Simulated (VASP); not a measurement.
# Tl (Im-3m) in VASP: a series of runs

The runs below take Tl through single point, with PBEsol, LDA, RPBE, revPBE+D3(BJ).

Program: VASP 6.6.1. These are calculated values, not measurements. Logs are shortened: lines on timing, memory, paths and dates and some standing lists are left out, and cuts for length are marked.

### 1 The cell of the first run

It takes space group Im-3m (No. 229, cubic). The conventional cell has a = 3.912 Å, b = 3.912 Å, c = 3.912 Å, α = 90.00°, β = 90.00°, γ = 90.00°. Tl (site symmetry m-3m) has 14 Tl at 3.39 to 3.91 Å within 4.5 Å.

This isn't the form of Tl at room conditions, which is hcp.

### 2 Single point, PBEsol

File INCAR:

```
SYSTEM = Tl
  GGA = PS
  ISMEAR = 1
  SIGMA = 0.1
  LWAVE = .FALSE.
  LCHARG = .FALSE.
  ISIF = 2
  PREC = Accurate
  LASPH = .TRUE.
  LREAL = .FALSE.
  ALGO = Normal
  EDIFF = 1E-6
  NELM = 120
  GGA_COMPAT = .FALSE.
  ENCUT = 400
```

File KPOINTS:

```
k-points
0
Gamma
  12 12 12
```

File POSCAR:

```
Tl
1.0
   -1.9559951735      1.9559951735      1.9559951735
    1.9559951735     -1.9559951735      1.9559951735
    1.9559951735      1.9559951735     -1.9559951735
Tl
1
Direct
    0.0000000000      0.0000000000      0.0000000000
```

Potentials or basis: VASP PAW PBE potentials, release 64 (Tl_d).

On the command line:

```bash
> cat potpaw_PBE.64/Tl_d/POTCAR > POTCAR
> mpirun -np 1 vasp_std > vasp.out
```

OUTCAR:

```text
SYSTEM = Tl
   GGA = PS
   ISMEAR = 1
   ISIF = 2
   PREC = Accurate
   LASPH = .TRUE.
   LREAL = .FALSE.
   EDIFF = 1E-6
   NELM = 120
   ENCUT = 400

 Found     72 irreducible k-points:

 Following reciprocal coordinates:
            Coordinates               Weight
  0.000000  0.000000  0.000000      1.000000
  0.083333  0.000000  0.000000     12.000000
  0.166667  0.000000  0.000000     12.000000
  0.250000  0.000000  0.000000     12.000000
  0.333333  0.000000  0.000000     12.000000
  0.416667  0.000000  0.000000     12.000000
   k-points           NKPTS =     72   k-points in BZ     NKDIM =     72   number of bands    NBANDS=     10
   number of dos      NEDOS =    301   number of ions     NIONS =      1
   total plane-waves  NPLWV =  13824
   dimension x,y,z NGX =    24 NGY =   24 NGZ =   24
   dimension x,y,z NGXF=    48 NGYF=   48 NGZF=   48
   ions per type =               1
   NGX,Y,Z   is equivalent  to a cutoff of  11.78, 11.78, 11.78 a.u.
   NGXF,Y,Z  is equivalent  to a cutoff of  23.55, 23.55, 23.55 a.u.
 SYSTEM =  Tl
   PREC   = accura    normal or accurate (medium, high low for compatibility)
   ISTART =      0    job   : 0-new  1-cont  2-samecut
   ICHARG =      2    charge: 1-file 2-atom 10-const
   ISPIN  =      1    spin polarized calculation?
   LNONCOLLINEAR =      F non collinear calculations
   LSORBIT =      F    spin-orbit coupling
   LASPH  =      T    aspherical Exc in radial PAW
   ENCUT  =  400.0 eV  29.40 Ry    5.42 a.u.   5.52  5.52  5.52*2*pi/ulx,y,z
   NELM   =    120;   NELMIN=  2; NELMDL= -5     # of ELM steps
   EDIFF  = 0.1E-05   stopping-criterion for ELM
   LREAL  =      F    real-space projection
   EDIFFG = 0.1E-04   stopping-criterion for IOM
   NSW    =      0    number of steps for IOM
   IBRION =     -1    ionic relax: 0-MD 1-quasi-New 2-CG
   NFREE  =      0    steps in history (QN), initial steepest desc. (CG)
   ISIF   =      2    stress and relaxation
   ISYM   =      2    0-nonsym 1-usesym 2-fastsym
   POTIM  = 0.5000    time-step for ionic-motion
   TEBEG  =    0.0;   TEEND  =   0.0 temperature during run

   SCALEE = 1.0000    scale energy and forces
   PSTRESS=    0.0 pullay stress
   NELECT =      13.0000    total number of electrons
   NUPDOWN=      -1.0000    fix difference up-down
   EMIN   =  10.00;   EMAX   =-10.00  energy-range for DOS
   EFERMI =   0.00;   METHOD = LEGACY
   ISMEAR =     1;   SIGMA  =   0.10  broadening in eV -4-tet -1-fermi 0-gaus
   EFERMI_NEDOS =   21; number of points for ismear=-14 and -15
   IALGO  =     38    algorithm
   IMIX   =      4    mixing-type and parameters
     AMIX     =   0.40;   BMIX     =  1.00
     AMIX_MAG =   1.60;   BMIX_MAG =  1.00
  volume/ion in A,a.u.               =      29.93       202.00
  Fermi-wavevector in a.u.,A,eV,Ry     =   1.239752  2.342792 20.911953  1.536985
  Thomas-Fermi vector in A             =   2.374222
   LORBIT       =      0    0 simple, 1 ext, 2 COOP (PROOUT), +10 PAW based schemes
   GGA     = PS    functional components
   LHFCALC =     F    Hartree Fock is set to
   AEXX    =    0.0000 exact exchange contribution
   IVDW    =     0    specifies the selected vdW correction
   LEPSILON=     F    determine dielectric tensor
   LRPA    =     F    only Hartree local field effects (RPA)

   CSHIFT  =0.1000    complex shift for real part using Kramers Kronig

   OMEGAMAX=  -1.0    maximum frequency
 non-spin polarized calculation
 Methfessel and Paxton  Order N= 1 SIGMA  =   0.10
  energy-cutoff  :      400.00
  volume of cell :       29.93
 maximum number of plane-waves:       567
 NGX is ok and might be reduce to    24
   NGX = 11   NGY = 11   NGZ = 11

 number of electron      12.9999997 magnetization

 Free energy of the ion-electron system (eV)
  ---------------------------------------------------
  ext. energy  EPLUGINS =         0.00000000
  ---------------------------------------------------
  free energy    TOTEN  =        -2.61503326 eV

  energy without entropy =       -2.61428332  energy(sigma->0) =       -2.61478328

 E-fermi :   5.8679     XC(G=0): -10.1422

 val. band max:        5.8034511047   @ k =   0.2500   0.2500   0.0000
 cond. band min:       5.8851731818   @ k =  -0.4167   0.4167   0.2500
 fundamental gap:      0.0817220771
 Fermi energy:         5.8679109756

 k-point     1 :       0.0000    0.0000    0.0000
  band No.  band energies     occupation
      1      -5.6311      2.00000
      2      -5.6311      2.00000
      3      -5.6311      2.00000
      4      -5.2406      2.00000
      5      -5.2406      2.00000
      6      -3.8434      2.00000
      7      16.2758      0.00000
      8      16.2758      0.00000
      9      16.2758      0.00000
     10      18.1233      0.00000

 k-point     2 :       0.0833    0.0000    0.0000
  band No.  band energies     occupation
      1      -5.6423      2.00000
      2      -5.6230      2.00000
      3      -5.5910      2.00000
      4      -5.2527      2.00000
      5      -5.2407      2.00000
      6      -3.6919      2.00000
      7      14.7288      0.00000
      8      15.7317      0.00000
      9      15.9593      0.00000
     10      17.5435      0.00000

 k-point     3 :       0.1667    0.0000    0.0000
  band No.  band energies     occupation
      1      -5.6727      2.00000
      2      -5.6148      2.00000
      3      -5.4793      2.00000
      4      -5.2800      2.00000
      5      -5.2411      2.00000
      6      -3.2274      2.00000
      7      11.9976      0.00000
      8      14.5856      0.00000
      9      15.1421      0.00000
     10      16.8304      0.00000

 k-point     4 :       0.2500    0.0000    0.0000
  band No.  band energies     occupation
      1      -5.7140      2.00000
      2      -5.6366      2.00000
      3      -5.3215      2.00000
      4      -5.2963      2.00000
      5      -5.2411      2.00000
      6      -2.4414      2.00000
      7       9.2547      0.00000
      8      13.3925      0.00000
      9      14.2482      0.00000
     10      16.2806      0.00000

 k-point     5 :       0.3333    0.0000    0.0000
  band No.  band energies     occupation
      1      -5.7549      2.00000
      2      -5.6895      2.00000
      3      -5.2888      2.00000
      4      -5.2406      2.00000
      5      -5.1568      2.00000
      6      -1.3516      2.00000
      7       6.7230     -0.00000
      8      12.4089      0.00000
      9      13.5262      0.00000
     10      15.9163      0.00000

 k-point     6 :       0.4167    0.0000    0.0000
  band No.  band energies     occupation
      1      -5.7846      2.00000
      2      -5.7403      2.00000
      3      -5.2735      2.00000
      4      -5.2399      2.00000
      5      -5.0315      2.00000
      6      -0.0431      2.00000
      7       4.5386      2.00000
      8      11.7678      0.00000
      9      13.0686      0.00000
     10      15.7150      0.00000

 [... further k-points ...]

------------------------ aborting loop because EDIFF is reached ----------------------------------------

  FORCE on cell =-STRESS in cart. coord.  units (eV):
  Direction    XX          YY          ZZ          XY          YZ          ZX
  --------------------------------------------------------------------------------------
  -------------------------------------------------------------------------------------
  Total       -0.3042106     -0.3042106     -0.3042106     -0.0000000     -0.0000000      0.0000000
  in kB      -16.2825218    -16.2825218    -16.2825218     -0.0000000     -0.0000000      0.0000000
  external PRESSURE =     -16.2825218 kB  Pullay stress =       0.0000000 kB

 VOLUME and BASIS-vectors are now :
 -----------------------------------------------------------------------------
  energy-cutoff  :      400.00
  volume of cell :       29.93
      direct lattice vectors                 reciprocal lattice vectors
    -1.955995174  1.955995174  1.955995174     0.000000000  0.255624353  0.255624353
     1.955995174 -1.955995174  1.955995174     0.255624353  0.000000000  0.255624353
     1.955995174  1.955995174 -1.955995174     0.255624353  0.255624353  0.000000000

 POSITION                                       TOTAL-FORCE (eV/Angst)
 -----------------------------------------------------------------------------------
      0.00000      0.00000      0.00000         0.000000     -0.000000      0.000000
 -----------------------------------------------------------------------------------
    total drift:                                0.000000      0.000000     -0.000000

  FREE ENERGIE OF THE ION-ELECTRON SYSTEM (eV)
  ---------------------------------------------------
  free  energy   TOTEN  =        -2.6150332601 eV

  energy  without entropy=       -2.6142833195  energy(sigma->0) =       -2.61478328
```

OSZICAR:

```text
N       E                     dE             d eps       ncg     rms          rms(c)
DAV:   1     0.352758246117E+02    0.35276E+02   -0.59602E+03  1656   0.898E+02
DAV:   2    -0.230735768863E+01   -0.37583E+02   -0.37101E+02  1516   0.188E+02
DAV:   3    -0.264796535272E+01   -0.34061E+00   -0.34029E+00  1664   0.171E+01
DAV:   4    -0.264950177070E+01   -0.15364E-02   -0.15364E-02  1572   0.137E+00
DAV:   5    -0.264951988145E+01   -0.18111E-04   -0.18111E-04  1628   0.144E-01    0.186E+00
DAV:   6    -0.262032976910E+01    0.29190E-01   -0.57259E-02  1518   0.243E+00    0.134E+00
DAV:   7    -0.261538681956E+01    0.49429E-02   -0.16188E-02  1546   0.126E+00    0.625E-01
DAV:   8    -0.261503048866E+01    0.35633E-03   -0.34194E-04  1564   0.218E-01    0.327E-02
DAV:   9    -0.261503200740E+01   -0.15187E-05   -0.21166E-06  1604   0.178E-02    0.576E-03
DAV:  10    -0.261503327341E+01   -0.12660E-05   -0.10687E-06  1296   0.129E-02    0.594E-04
DAV:  11    -0.261503326011E+01    0.13308E-07   -0.24857E-08   804   0.144E-03
   1 F= -.26150333E+01 E0= -.26147833E+01  d E =-.749941E-03
```

stdout:

```text
POSCAR found type information on POSCAR Tl
 POSCAR found :  1 types and       1 ions
 scaLAPACK will be used
 -----------------------------------------------------------------------------
|                                                                             |
|                                                                             |
|     You enforced a specific xc type in the INCAR file but a different       |
|     I HOPE YOU KNOW WHAT YOU ARE DOING!                                     |
|                                                                             |
 -----------------------------------------------------------------------------

 LDA part: xc-table for (Slater+PW92), standard interpolation
 POSCAR, INCAR and KPOINTS ok, starting setup
 FFT: planning ... GRIDC
 FFT: planning ... GRID_SOFT
 FFT: planning ... GRID
 WAVECAR not read
 entering main loop
```

Run time: 8.7 s. Hardware: 1 thread of Intel Xeon Platinum 8259CL at 2.50GHz (Skylake/Cascade Lake), shared host; peak memory 0.14 GiB.

Results:

* Free energy: -2.6150 eV
* Pressure: -1.6 GPa
* Band gap on the k mesh: zero (an odd number of electrons rules out a gap without spin polarisation)

Levels at points of the mesh, in eV from the Fermi level:
```tsv
k point	band 4	band 5	band 6	band 7	band 8	band 9
(0.00, 0.00, 0.00)	-11.11	-11.11	-9.71	10.41	10.41	10.41
(0.50, 0.00, 0.00)	-11.11	-10.85	-5.00	-2.54	5.68	7.04
(0.50, 0.50, 0.50)	-10.92	-10.92	-1.79	1.47	1.47	1.47
```

Caveat: the PAW data sets were made with another functional, which shifts forces and pressure a little; spin-orbit coupling is left out, which moves the levels of the heavy elements.

### 3 Single point, LDA (23.95 Å³/atom)

This run uses another cell than the first one, of 23.95 Å³/atom.

File INCAR:

```
  ALGO = Normal
  EDIFF = 1E-6
  ENCUT = 500
  GGA_COMPAT = False
  ISIF = 2
  ISMEAR = -1
  LASPH = True
  LCHARG = False
  LREAL = False
  LWAVE = False
  NBANDS = 12
  NELM = 120
  PREC = Accurate
  SIGMA = 0.05
```

File KPOINTS:

```
k-points
0
Gamma
  10 10 10
```

File POSCAR:

```
Tl
1.0
   -1.8157850700      1.8157850700      1.8157850700
    1.8157850700     -1.8157850700      1.8157850700
    1.8157850700      1.8157850700     -1.8157850700
Tl
1
Direct
    0.0000000000      0.0000000000      0.0000000000
```

Potentials or basis: VASP PAW LDA potentials, release 64 (Tl_d).

On the command line:

```bash
> cat potpaw_LDA.64/Tl_d/POTCAR > POTCAR
> mpirun -np 1 vasp_std > vasp.out
```

It took 4.6 s on 1 thread of Intel Xeon Platinum 8488C (Sapphire Rapids), shared host; peak memory 0.13 GiB.

Results (log left out):

| Property | Result |
| --- | --- |
| Free energy | -2.8657 eV |
| Pressure | 8.1 GPa |
| Band gap on the k mesh | zero (an odd number of electrons rules out a gap without spin polarisation) |

Levels at points of the mesh, in eV from the Fermi level:
| k point | band 2 | band 3 | band 4 | band 5 | band 6 | band 7 | band 8 | band 9 | band 10 | band 11 |
| --- | --- | --- | --- | --- | --- | --- | --- | --- | --- | --- |
| (0.00, 0.00, 0.00) | -11.89 | -11.89 | -11.32 | -11.23 | -11.23 | 12.79 | 12.79 | 12.79 | 12.93 | 12.93 |
| (0.50, 0.00, 0.00) | -12.18 | -11.27 | -11.21 | -10.78 | -4.77 | -3.44 | 6.68 | 7.76 | 11.84 | 12.78 |
| (0.50, 0.50, 0.50) | -12.27 | -10.89 | -10.89 | -10.89 | -0.36 | 1.45 | 1.45 | 1.45 | 7.38 | 7.38 |

Caveat: the cell stands under pressure; spin-orbit coupling is left out, which moves the levels of the heavy elements.

### 4 Single point, RPBE

File INCAR:

```
SYSTEM = Tl
ALGO     = Normal         ! electronic algorithm
EDIFF    = 1E-6           ! SCF threshold, eV
ENCUT    = 500            ! plane-wave cutoff, eV
GGA      = RP             ! functional
GGA_COMPAT= .FALSE.      
ISIF     = 2              ! what is computed and relaxed
ISMEAR   = -1             ! smearing method
LASPH    = .TRUE.         ! aspherical terms in the spheres
LCHARG   = .TRUE.         ! write CHGCAR
LELF     = .TRUE.         ! ELF
LREAL    = .FALSE.        ! projectors in reciprocal space
LVHAR    = .TRUE.       
LWAVE    = .FALSE.        ! write WAVECAR
NBANDS   = 12             ! bands
NELM     = 120            ! most SCF steps
PREC     = Accurate       ! precision mode
SIGMA    = 0.05           ! smearing width, eV
```

File KPOINTS:

```
k-points
0
G
  10 10 10
  0 0 0
```

File POSCAR:

```
Tl
1.0
   -1.9559951750      1.9559951750      1.9559951750
    1.9559951750     -1.9559951750      1.9559951750
    1.9559951750      1.9559951750     -1.9559951750
Tl
1
Direct
    0.0000000000      0.0000000000      0.0000000000
```

Potentials or basis: VASP PAW PBE potentials, release 64 (Tl_d).

On the command line:

```bash
> cat potpaw_PBE.64/Tl_d/POTCAR > POTCAR
> mpirun -np 1 vasp_std > vasp.out
```

It took 13 s on 1 thread of Intel Xeon Platinum 8488C (Sapphire Rapids), shared host; peak memory 0.16 GiB.

It converged, with:

* Free energy: -1.8085 eV
* Pressure: 3.1 GPa
* Band gap on the k mesh: zero (an odd number of electrons rules out a gap without spin polarisation)

Levels at points of the mesh, in eV from the Fermi level:
```tsv
k point	band 4	band 5	band 6	band 7	band 8	band 9
(0.00, 0.00, 0.00)	-11.25	-11.25	-9.68	10.43	10.43	10.43
(0.50, 0.00, 0.00)	-11.25	-11.00	-4.99	-2.50	5.71	7.07
(0.50, 0.50, 0.50)	-11.06	-11.06	-1.78	1.51	1.51	1.51
```

Caveat: the cell stands under pressure; the PAW data sets were made with another functional, which shifts forces and pressure a little; spin-orbit coupling is left out, which moves the levels of the heavy elements.

### 5 Single point, LDA, non-collinear spin, zero start, spin-orbit coupling

File INCAR:

```
SYSTEM = Tl
  ALGO = Normal
  EDIFF = 1E-6
  ENCUT = 500
  GGA = CA
  GGA_COMPAT = .FALSE.
  ISIF = 2
  ISMEAR = -1
  LASPH = .TRUE.
  LCHARG = .FALSE.
  LORBIT = 11
  LORBMOM = .TRUE.
  LREAL = .FALSE.
  LSORBIT = .TRUE.
  LWAVE = .FALSE.
  MAGMOM = 0 0 0
  NBANDS = 24
  NELM = 200
  PREC = Accurate
  SIGMA = 0.025
```

KPOINTS is that of step 4.

POSCAR is that of step 4.

Potentials or basis: VASP PAW LDA potentials, release 64 (Tl_d).

On the command line:

```bash
> cat potpaw_LDA.64/Tl_d/POTCAR > POTCAR
> mpirun -np 1 vasp_ncl > vasp.out
```

It took 56 s on 1 thread of Intel Xeon Platinum 8488C (Sapphire Rapids), shared host; peak memory 0.22 GiB.

It converged, with:

| Item | Value |
| --- | --- |
| Free energy | -3.2195 eV |
| Pressure | -3.5 GPa |
| Net moment | 0.00 μB per cell |
| Valence electrons inside the program's atomic spheres | Tl 11.20 |

Moments on the atoms (μB; x, y, z):
```
Tl  0.00 0.00 0.00
```

Caveat: the cell stands under tension.

### 6 Single point, revPBE+D3(BJ)

File INCAR:

```
SYSTEM = Tl
ALGO     = Normal         ! electronic algorithm
EDIFF    = 1E-6           ! SCF threshold, eV
ENCUT    = 500            ! plane-wave cutoff, eV
GGA      = RE             ! functional
GGA_COMPAT= .FALSE.      
ISIF     = 2              ! what is computed and relaxed
ISMEAR   = 1              ! smearing method
IVDW     = 12             ! dispersion correction
LASPH    = .TRUE.         ! aspherical terms in the spheres
LCHARG   = .TRUE.         ! write CHGCAR
LELF     = .TRUE.         ! ELF
LREAL    = .FALSE.        ! projectors in reciprocal space
LVHAR    = .TRUE.       
LWAVE    = .FALSE.        ! write WAVECAR
NBANDS   = 12             ! bands
NELM     = 120            ! most SCF steps
PREC     = Accurate       ! precision mode
SIGMA    = 0.1            ! smearing width, eV
```

KPOINTS is that of step 5.

POSCAR is that of step 5.

Potentials or basis: VASP PAW PBE potentials, release 64 (Tl_d).

On the command line:

```bash
> cat potpaw_PBE.64/Tl_d/POTCAR > POTCAR
> mpirun -np 1 vasp_std > vasp.out
```

It took 10 s on 1 thread of Intel Xeon Platinum 8375C at 2.90GHz (Ice Lake), shared host; peak memory 0.17 GiB.

It converged, with:

```yaml
Free_energy: -2.4584 eV
Pressure: -0.6 GPa
Band_gap_on_the_k_mesh: zero (an odd number of electrons rules out a gap without spin polarisation)
Dispersion_energy_per_atom: -0.576 eV
```

Levels at points of the mesh, in eV from the Fermi level:
```csv
k point,band 3,band 4,band 5,band 6,band 7,band 8,band 9,band 10
"(0.00, 0.00, 0.00)",-11.59,-11.21,-11.21,-9.66,10.45,10.45,10.45,12.29
"(0.50, 0.00, 0.00)",-11.23,-11.21,-10.95,-4.97,-2.47,5.73,7.09,9.82
"(0.50, 0.50, 0.50)",-11.01,-11.01,-11.01,-1.76,1.53,1.53,1.53,6.43
```

Caveat: the PAW data sets were made with another functional, which shifts forces and pressure a little; spin-orbit coupling is left out, which moves the levels of the heavy elements.

### 7 Overview

| level | potentials or basis | spin | cell | k mesh | cutoff (eV) | smearing | tolerance level | purpose | start | dipole correction | gap on the mesh (eV) | pressure (GPa) |
| --- | --- | --- | --- | --- | --- | --- | --- | --- | --- | --- | --- | --- |
| PBEsol | VASP PAW PBE potentials, release 64 (Tl_d) | off | a = 3.388 Å, angles 109.5°, 1 atom | 12 × 12 × 12 | 400 | methfessel-paxton 0.1 eV | tight | restart | from scratch | - | none | -1.6 |
| LDA | VASP PAW LDA potentials, release 64 (Tl_d) | off | a = 3.145 Å, angles 109.5°, 1 atom | 10 × 10 × 10 | 500 | fermi-dirac 0.05 eV | - | - | - | no | none | 8.1 |
| RPBE | VASP PAW PBE potentials, release 64 (Tl_d) | off | a = 3.388 Å, angles 109.5°, 1 atom | 10 × 10 × 10 | 500 | fermi-dirac 0.05 eV | - | - | - | no | none | 3.1 |
| LDA | VASP PAW LDA potentials, release 64 (Tl_d) | non-collinear, zero start, SOC | a = 3.388 Å, angles 109.5°, 1 atom | 10 × 10 × 10 | 500 | fermi-dirac 0.025 eV | - | - | - | no | - | -3.5 |
| revPBE+D3(BJ) | VASP PAW PBE potentials, release 64 (Tl_d) | off | a = 3.388 Å, angles 109.5°, 1 atom | 10 × 10 × 10 | 500 | methfessel-paxton 0.1 eV | - | - | - | no | none | -0.6 |

Alike in all rows: task single point.

Caveats: spin-orbit coupling is left out, which moves the levels of the heavy elements (at least some runs); the PAW data sets were made with another functional, which shifts forces and pressure a little (at least some runs); the cell stands under pressure (at least some runs); the cell stands under tension (at least some runs).

Total energies depend on the potentials used, so only differences within one code and one set of settings carry meaning.
